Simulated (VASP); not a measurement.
Runs of VASP 6.6.1 on Cu3Mo. The structure is that of space group P-6m2 (No. 187), or close to it. The cells are those of the table. The cell was built from a structure type or drawn by symmetry, and may not be a known phase.

```csv
task,spin,cell,k mesh,cutoff (eV),gap on the mesh (eV),pressure (GPa),relaxed volume (Å³/atom),largest force (eV/Å)
single point,off,"a = 2.652, b = 2.652, c = 8.670 Å, angles 90.0, 90.0, 120.0°, 4 atoms",18 × 18 × 6,520,none,0.6,-,0.01
single point,off,"a = 2.799, b = 2.799, c = 8.719 Å, angles 90.0, 90.0, 120.0°, 4 atoms",6 × 6 × 2,520,none,(a),-,0.16
relaxation of cell and atoms,off,"relaxed from a = 2.799, b = 2.799, c = 8.719 Å, angles 90.0, 90.0, 120.0°, 4 atoms",6 × 6 × 2,600,none,0.0,13.18,0.04
single point,collinear,"a = 2.639, b = 2.639, c = 8.698 Å, angles 90.0, 90.0, 120.0°, 4 atoms",6 × 6 × 2,520,none,0.9,-,0.01
single point,off,"a = 2.639, b = 2.639, c = 8.698 Å, angles 90.0, 90.0, 120.0°, 4 atoms",6 × 6 × 2,520,none,0.9,-,0.01
relaxation of cell and atoms,off,"relaxed from a = 2.639, b = 2.639, c = 8.698 Å, angles 90.0, 90.0, 120.0°, 4 atoms",18 × 18 × 6,600,none,0.0,13.25,0.01
```

Alike in all rows: level PBE; potentials or basis VASP PAW PBE potentials, release 64 (Cu, Mo_sv); smearing gaussian 0.1 eV.

Q: Fill in the values left out.

A: (a) -13.7.

Caveats: some runs use coarse meshes.

A k mesh can miss the band edges, and the runs leave out spin-orbit coupling on Mo.

A gap of «none» marks levels without a gap at the run's occupations.
